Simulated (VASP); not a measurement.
# K (Im-3m) in VASP: a series of runs, part 2 of 2

VASP 6.6.1. Earlier steps stand in the parts before.

## (4) Relaxation of cell and atoms, PBEsol

The input, INCAR:

```
PREC = Accurate ; ENCUT = 600
EDIFF = 1E-6 ; ISMEAR = -1
SIGMA = 0.05 ; LREAL = F
LASPH = T ; NELM = 100
ALGO = Normal ; ISIF = 3
LWAVE = F ; LCHARG = F
GGA = PS ; IBRION = 2
NSW = 60 ; EDIFFG = -0.02
```

The input, KPOINTS:

```
Automatic mesh
0
Gamma
  9 9 9
```

The input, POSCAR:

```
K
1.0
    5.2200000000      0.0000000000      0.0000000000
    0.0000000000      5.2200000000      0.0000000000
    0.0000000000      0.0000000000      5.2200000000
K
2
Direct
    0.0000000000      0.0000000000      0.0000000000
    0.5000000000      0.5000000000      0.5000000000
```

Potentials or basis: VASP PAW PBE potentials, release 64 (K_sv).

Command:

```sh
$ cat potpaw_PBE.64/K_sv/POTCAR > POTCAR
$ mpirun -np 1 vasp_std > vasp.out
```

OUTCAR:

```text
PREC = Accurate
   ENCUT = 600
   EDIFF = 1E-6
   ISMEAR = -1
   LREAL = F
   LASPH = T
   NELM = 100
   ISIF = 3
   GGA = PS
   IBRION = 2
   NSW = 60
   EDIFFG = -0.02

 ion  position               nearest neighbor table
   1  0.000  0.000  0.000-
   2  0.500  0.500  0.500-

  LATTYP: Found a simple cubic cell.
 ALAT       =     5.2200000000

  Lattice vectors:

 A1 = (   5.2200000000,   0.0000000000,   0.0000000000)
 A2 = (   0.0000000000,   5.2200000000,   0.0000000000)
 A3 = (   0.0000000000,   0.0000000000,   5.2200000000)

Analysis of symmetry for initial positions (statically):
=====================================================================
 Subroutine PRICEL returns following result:

  LATTYP: Found a body centered cubic cell.
 ALAT       =     5.2200000000

  Lattice vectors:

 A1 = (   2.6100000000,   2.6100000000,  -2.6100000000)
 A2 = (  -2.6100000000,   2.6100000000,   2.6100000000)
 A3 = (   2.6100000000,  -2.6100000000,   2.6100000000)

   2 primitive cells build up your supercell.

 Routine SETGRP: Setting up the symmetry group for a
 simple cubic supercell.

 Subroutine GETGRP returns: Found 48 space group operations
 (whereof 48 operations were pure point group operations)
 out of a pool of 48 trial point group operations.

The static configuration has the point symmetry O_h .

Analysis of symmetry for dynamics (positions and initial velocities):
=====================================================================
 Subroutine PRICEL returns following result:

  LATTYP: Found a body centered cubic cell.
 ALAT       =     5.2200000000

  Lattice vectors:

 A1 = (   2.6100000000,   2.6100000000,  -2.6100000000)
 A2 = (  -2.6100000000,   2.6100000000,   2.6100000000)
[... 134 lines left out ...]
   GGA     = PS    functional components
   LHFCALC =     F    Hartree Fock is set to
   AEXX    =    0.0000 exact exchange contribution
   IVDW    =     0    specifies the selected vdW correction
   LEPSILON=     F    determine dielectric tensor
   LRPA    =     F    only Hartree local field effects (RPA)
 conjugate gradient relaxation of ions
 non-spin polarized calculation
  energy-cutoff  :      600.00
  volume of cell :      142.24
 maximum number of plane-waves:      4777
 NGX is ok and might be reduce to    42
   NGX = 21   NGY = 21   NGZ = 21

 number of electron      17.9999997 magnetization

 Free energy of the ion-electron system (eV)
  ---------------------------------------------------
  ext. energy  EPLUGINS =         0.00000000
  ---------------------------------------------------
  free energy    TOTEN  =        -2.27530329 eV

  energy without entropy =       -2.26479975  energy(sigma->0) =       -2.27005152

 E-fermi :  -0.1007     XC(G=0):  -5.7809

 val. band max:       -0.1579288178   @ k =   0.4444   0.2222   0.1111
 cond. band min:      -0.0487483316   @ k =   0.4444   0.4444   0.0000
 fundamental gap:      0.1091804862
 Fermi energy:        -0.1006893324

 k-point     1 :       0.0000    0.0000    0.0000
  band No.  band energies     occupation
      1     -32.0669      2.00000
      2     -32.0581      2.00000
      3     -15.6301      2.00000
      4     -15.6301      2.00000
      5     -15.6301      2.00000
      6     -15.5745      2.00000
      7     -15.5745      2.00000
      8     -15.5745      2.00000
      9      -2.3011      2.00000
     10       1.5638      0.00000
     11       1.5638      0.00000
     12       3.4632      0.00000
     13       3.4632      0.00000
[... 354 lines left out ...]
  band No.  band energies     occupation
      1     -32.0624      2.00000
      2     -32.0616      2.00000
      3     -15.6451      2.00000
      4     -15.6413      2.00000
      5     -15.6056      2.00000
      6     -15.5993      2.00000
      7     -15.5813      2.00000
      8     -15.5778      2.00000
      9      -0.4199      1.99663
     10       0.1493      0.01339
     11       1.1624      0.00000
     12       1.6066      0.00000
     13       2.8222      0.00000

 [... further k-points ...]

------------------------ aborting loop because EDIFF is reached ----------------------------------------

  FORCE on cell =-STRESS in cart. coord.  units (eV):
  Direction    XX          YY          ZZ          XY          YZ          ZX
  --------------------------------------------------------------------------------------
  -------------------------------------------------------------------------------------
  Total       -0.0074115     -0.0074115     -0.0074115     -0.0000000      0.0000000      0.0000000
  in kB       -0.0834849     -0.0834849     -0.0834849     -0.0000000      0.0000000      0.0000000
  external PRESSURE =      -0.0834849 kB  Pullay stress =       0.0000000 kB

 VOLUME and BASIS-vectors are now :
 -----------------------------------------------------------------------------
  energy-cutoff  :      600.00
  volume of cell :      142.24
      direct lattice vectors                 reciprocal lattice vectors
     5.220000000  0.000000000  0.000000000     0.191570881  0.000000000  0.000000000
     0.000000000  5.220000000  0.000000000     0.000000000  0.191570881  0.000000000
     0.000000000  0.000000000  5.220000000     0.000000000  0.000000000  0.191570881

 POSITION                                       TOTAL-FORCE (eV/Angst)
 -----------------------------------------------------------------------------------
      0.00000      0.00000      0.00000         0.000000      0.000000      0.000000
      2.61000      2.61000      2.61000        -0.000000     -0.000000     -0.000000
 -----------------------------------------------------------------------------------
    total drift:                                0.000000     -0.000000     -0.000000

  FREE ENERGIE OF THE ION-ELECTRON SYSTEM (eV)
  ---------------------------------------------------
  free  energy   TOTEN  =        -2.2753032940 eV

  energy  without entropy=       -2.2647997528  energy(sigma->0) =       -2.27005152

 reached required accuracy - stopping structural energy minimisation
```

OSZICAR:

```text
N       E                     dE             d eps       ncg     rms          rms(c)
DAV:   1     0.129760260641E+03    0.12976E+03   -0.79417E+03   910   0.124E+03
DAV:   2     0.646880049345E+01   -0.12329E+03   -0.12018E+03  1130   0.308E+02
DAV:   3    -0.149923276306E+01   -0.79680E+01   -0.78663E+01  1265   0.676E+01
DAV:   4    -0.227235193272E+01   -0.77312E+00   -0.77284E+00  1577   0.128E+01
DAV:   5    -0.227987506800E+01   -0.75231E-02   -0.75227E-02  1295   0.126E+00    0.283E+00
DAV:   6    -0.227602103608E+01    0.38540E-02   -0.69537E-03  1309   0.678E-01    0.183E+00
DAV:   7    -0.227523934277E+01    0.78169E-03   -0.12604E-02  1230   0.802E-01    0.132E-01
DAV:   8    -0.227527952142E+01   -0.40179E-04   -0.17123E-03  1268   0.416E-01    0.419E-02
DAV:   9    -0.227530194949E+01   -0.22428E-04   -0.61629E-05  1623   0.517E-02    0.247E-02
DAV:  10    -0.227530418782E+01   -0.22383E-05   -0.52209E-06  1205   0.187E-02    0.344E-03
DAV:  11    -0.227530329404E+01    0.89378E-06   -0.32263E-07   885   0.504E-03
   1 F= -.22753033E+01 E0= -.22700515E+01  d E =-.227530E+01
```

Wall time 2.3 min (1 thread of Intel Xeon 8259CL, shared host); peak memory 0.27 GiB.

Results:

```
Free energy             : -2.2753 eV
Pressure after relaxing : 0.0 GPa
Band gap on the k mesh  : zero (bands 9 and 10 overlap by 1.38 eV)
```

Final structure:
```
K
1.0
     5.22000    0.00000    0.00000
     0.00000    5.22000    0.00000
     0.00000    0.00000    5.22000
K
2
Direct
  0.00000 0.00000 0.00000
  0.50000 0.50000 0.50000
```

Levels at points of the mesh, in eV from the Fermi level:
```
           k point  band 7  band 8  band 9  band 10  band 11  band 12
(0.00, 0.00, 0.00)  -15.47  -15.47   -2.20     1.66     1.66     3.56
```

Caveat: the relaxation stopped at its first step, so nothing moved; the PAW data sets were made with another functional, which shifts forces and pressure a little.

The gap in the log of VASP goes by the Fermi energy; the results here count the filled bands.